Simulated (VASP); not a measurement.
Here is a VASP 6.6.1 calculation.

The input INCAR:

```
SYSTEM = KI
  ALGO = Normal
  EDIFF = 1E-8
  ENCUT = 520
  GGA = PS
  ISIF = 2
  ISMEAR = -1
  LASPH = .TRUE.
  LCHARG = .FALSE.
  LEFG = .TRUE.
  LREAL = .FALSE.
  LWAVE = .FALSE.
  NBANDS = 15
  NELM = 100
  PREC = Accurate
  SIGMA = 0.01
```

File KPOINTS:

```
k-points
0
G
  8 8 8
  0 0 0
```

The input POSCAR:

```
KI
1.0
    0.0704910000      3.5597955000      3.5597955000
    3.5597955000      0.0704910000      3.5597955000
    3.5597955000      3.5597955000      0.0704910000
K I
1 1
Direct
    0.0000000000      0.0000000000      0.0000000000
    0.5000000000      0.5000000000      0.5000000000
```

Potentials or basis: VASP PAW PBE potentials, release 64 (K_sv, I).

The run is started by

```bash
$ cat potpaw_PBE.64/K_sv/POTCAR potpaw_PBE.64/I/POTCAR > POTCAR
$ mpirun -np 1 vasp_std > vasp.out
```

Question: What does it give for the pressure?

Answer: -0.2 GPa.

Question: Estimate the band gap on the k mesh.

Answer: 3.80 eV, direct.

Electric field gradients, principal values (V/Å²):
```
atom   least  middle  greatest (by size)
 1 K   0.693   0.693              -1.385
 2 I  -5.236  -5.236              10.471
```

Caveat: the cell differs from its parent crystal (equal xy, yz and zx shear strains of +2 %); without QUAD_EFG the Cq values of the log hold for a quadrupole moment of 1 mb, not for the nuclei; the PAW data sets were made with another functional, which shifts forces and pressure a little; spin-orbit coupling is left out, which moves the levels of the heavy elements. A k mesh can miss the band edges.
